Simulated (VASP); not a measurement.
Input of a VASP 6.6.1 run:

INCAR

```
  PREC = Accurate
  ENCUT = 400
  EDIFF = 1E-6
  ISMEAR = 0
  SIGMA = 0.05
  LREAL = F
  LASPH = T
  NELM = 120
  ALGO = Normal
  ISIF = 2
  LWAVE = F
  LCHARG = F
  LDIPOL = T
  IDIPOL = 3
  DIPOL = 0.5 0.5 0.276
  GGA = PE
  IVDW = 12
  NBANDS = 62
  GGA_COMPAT = F
  NELMDL = -8
```

File KPOINTS:

```
Automatic mesh
0
Gamma
  6 6 1
```

The input POSCAR:

```
Zr2HS4
1.0
    7.2976778227      0.0000000000      0.0000000000
   -3.6488389114      6.3199743831      0.0000000000
    0.0000000000      0.0000000000     20.9171506047
S Zr H
8 4 2
Direct
    0.3333333333      0.1666666667      0.1912306354
    0.3333333333      0.6666666667      0.1912306354
    0.8333333333      0.1666666667      0.1912306354
    0.8333333333      0.6666666667      0.1912306354
    0.1666666667      0.3333333333      0.3306927762
    0.1666666667      0.8333333333      0.3306927762
    0.6666666667      0.3333333333      0.3306927762
    0.6666666667      0.8333333333      0.3306927762
    0.0000000000      0.0000000000      0.2609617058
    0.0000000000      0.5000000000      0.2609617058
    0.5000000000      0.0000000000      0.2609617058
    0.5000000000      0.5000000000      0.2609617058
    0.3435255474      0.6870510948      0.3675046736
    0.4898077859      0.9796155718      0.3675046736
```

Potentials or basis: VASP PAW PBE potentials, release 64 (S, Zr_sv, H).

Run with:

```sh
$ cat potpaw_PBE.64/S/POTCAR potpaw_PBE.64/Zr_sv/POTCAR potpaw_PBE.64/H/POTCAR > POTCAR
$ mpirun -np 1 vasp_std > vasp.out
```

(1) What does it give for the largest force?

(2) Predict the dispersion energy per atom.

Answers

(1) 1.018 eV/Å.

(2) -0.226 eV.
